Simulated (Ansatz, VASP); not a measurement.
## One calculation of Li4NbO4, two programs

```xyz
9
Lattice="-3.8119 3.8119 1.6301 3.8119 -3.8119 1.6301 3.8119 3.8119 -1.6301" Properties=species:S:1:pos:R:3 pbc="T T T"
Li    0.5920    2.1426    0.0000
Li   -1.2644    2.6125    1.6301
Li    5.0763    1.1995    0.0000
Li    2.6125    1.2644    1.6301
Nb    0.0000    0.0000    0.0000
O     0.6077    5.7860    0.0000
O     1.9740    3.2042    1.6301
O     1.8379    0.6077    0.0000
O     3.2042   -1.9740    1.6301
```

Alike in both runs: task single point; functional PBEsol; k mesh 10 × 10 × 10; occupations gaussian, width 0.05 eV; no spin polarisation.

|  | VASP | Ansatz |
| --- | --- | --- |
| version | VASP 6.6.1 | Ansatz 0.2.0 |
| potentials or method | VASP PAW PBE potentials, release 64 (Li_sv, Nb_sv, O), cutoff 520 eV | scalar-relativistic, plane waves, PAW |
| valence electrons in the cell | 49 | 49 |

VASP gave:

```
rms of the force components (eV/Å) : 5.589
```

Estimate Ansatz's values.

rms of the force components (eV/Å): 4.831.

VASP's potentials were made for PBE, not for PBEsol, and Ansatz warns of the same on its side. Atom by atom the forces differ by 0.776 eV/Å (rms over components).

Noted on VASP's run: the cutoff is under 1.25 times that of the potentials, so the pressure is a little rough.
